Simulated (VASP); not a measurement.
Nb2H3, 5 atoms in the cell. The structure is trigonal, space group P-3m1 (No. 164). Conventional cell: a = 3.309 Å, b = 3.309 Å, c = 5.149 Å, α = 90.00°, β = 90.00°, γ = 120.00°. Nb (site symmetry 3m) has 7 H at 1.99 to 2.29 Å within 2.6 Å. H (site symmetry -3m) has 6 Nb at 2.29 Å and 6 H at 2.64 Å within 3.0 Å. Within 2.6 Å of H (site symmetry 3m) lie 4 Nb at 1.99 to 2.06 Å and 3 H at 2.42 Å. 

```yaml
Program: VASP 6.6.1
Task: single point
Functional: PBE
Potentials_or_basis: VASP PAW PBE potentials, release 64 (Nb_sv, H)
Cutoff: 520 eV
k_mesh: 6 × 6 × 4
Occupations: gaussian, width 0.1 eV
Spin: no spin polarisation
Dipole_correction: no
Further_INCAR_settings: ALGO = Normal; EDIFF = 1e-06; NBANDS = 22
```

Potentials or basis: VASP PAW PBE potentials, release 64 (Nb_sv, H).

Command:

```bash
$ cat potpaw_PBE.64/Nb_sv/POTCAR potpaw_PBE.64/H/POTCAR > POTCAR
$ mpirun -np 1 vasp_std > vasp.out
```

Hardware: 1 thread of Intel(R) Xeon(R) 6975P-C (Granite Rapids), with other jobs on the host.

Q: How long does it take, and how much memory?

A: Wall time 14 s on 1 thread of Intel(R) Xeon(R) 6975P-C (Granite Rapids) (shared host), peak memory 0.18 GiB. Counts: scf iterations 13, k points 24.
